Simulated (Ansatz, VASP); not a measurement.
## Two plane-wave programs on PtS2

POSCAR

```
PtS2
1.0
    3.5053914473      0.0000000000      0.0000000000
   -1.7526957237      3.0357580436      0.0000000000
    0.0000000000      0.0000000000      5.1227110450
Pt S
1 2
Direct
    0.0000000000      0.0000000000      0.0000000000
    0.3333333333      0.6666666667      0.2436423793
    0.6666666667      0.3333333333      0.7563576207
```

Contents of INCAR.step1:

```
ALGO     = Normal         # electronic algorithm
EDIFF    = 1E-4           # SCF threshold, eV
ENCUT    = 520            # plane-wave cutoff, eV
GGA      = PE             # functional
ISMEAR   = 0              # smearing method
LASPH    = T              # aspherical terms in the spheres
LCHARG   = F              # write CHGCAR
LREAL    = F              # projectors in reciprocal space
LWAVE    = T              # write WAVECAR
NBANDS   = 18             # bands
NELM     = 80             # most SCF steps
PREC     = Accurate       # precision mode
SIGMA    = 0.01           # smearing width, eV
```

INCAR.step2

```
ALGO     = Normal         # electronic algorithm
EDIFF    = 1E-7           # SCF threshold, eV
ENCUT    = 520            # plane-wave cutoff, eV
ISIF     = 2              # what is computed and relaxed
ISMEAR   = 0              # smearing method
ISTART   = 1            
LASPH    = T              # aspherical terms in the spheres
LCHARG   = F              # write CHGCAR
LMIXTAU  = T            
LREAL    = F              # projectors in reciprocal space
LWAVE    = F              # write WAVECAR
METAGGA  = R2SCAN         # meta-GGA
NBANDS   = 18             # bands
NELM     = 80             # most SCF steps
PREC     = Accurate       # precision mode
SIGMA    = 0.01           # smearing width, eV
```

Contents of KPOINTS:

```
k-points
0
Gamma
  12 12 6
```

Input for Ansatz:

```yaml
crystal:
  lattice:
    - [3.5053914473, 0.0, 0.0]
    - [-1.7526957237, 3.0357580436, 0.0]
    - [0.0, 0.0, 5.122711045]
  atoms:
    - { symbol: Pt, position: [0.0, 0.0, 0.0] }
    - { symbol: S, position: [0.3333333333, 0.6666666667, 0.2436423793] }
    - { symbol: S, position: [0.6666666667, 0.3333333333, 0.7563576207] }
kpoints:
  mp_grid: { grid: [12, 12, 6] }
  band_path:
    path:
      - [0.0, 0.0, 0.0]
      - [0.5, 0.0, 0.0]
      - [0.3333333333, 0.3333333333, 0.0]
      - [0.0, 0.0, 0.5]
      - [0.5, 0.0, 0.5]
      - [0.3333333333, 0.3333333333, 0.5]
      - [0.0, 0.1666666667, 0.1666666667]
      - [0.0, 0.25, 0.3333333333]
    npoints: 1
hamiltonian:
  xc: r2scan
scf:
  occupations: { method: fixed }
  n_extra_bands: 4
output:
  forces: true
  stress: true
  eigenvalues: true
```

Change from the starting cell: biaxial_xy strain -1.3%.

Alike in both runs: task single point; functional r2SCAN; k mesh 12 × 12 × 6; no spin polarisation.

|  | VASP | Ansatz |
| --- | --- | --- |
| version | VASP 6.6.1 | Ansatz 0.2.0 |
| potentials or method | VASP PAW PBE potentials, release 64 (Pt, S) | plane waves, PAW |
| plane-wave cutoff (eV) | 520 | 500 |
| occupations | gaussian, width 0.01 eV | fixed |
| valence electrons in the cell | 22 | 30 |

```tsv
	VASP	Ansatz	Ansatz less VASP
gap on the k mesh at the Fermi level (eV)	0.88	0.89	+0.009
pressure (GPa)	4.1	4.2	+0.07
traceless stress, the component that is largest in VASP (GPa)	-2.02	-2.00	+0.019
rms of the force components (eV/Å)	0.023	0.021	-0.0019
```

VASP's potentials were made for PBE, not for r2SCAN. Atom by atom the forces differ by 0.002 eV/Å (rms over components). VASP's potentials hold 22 valence electrons a cell and Ansatz's 30, so a difference there can come from the potentials and not from the codes.

Neither program's run includes spin-orbit coupling.
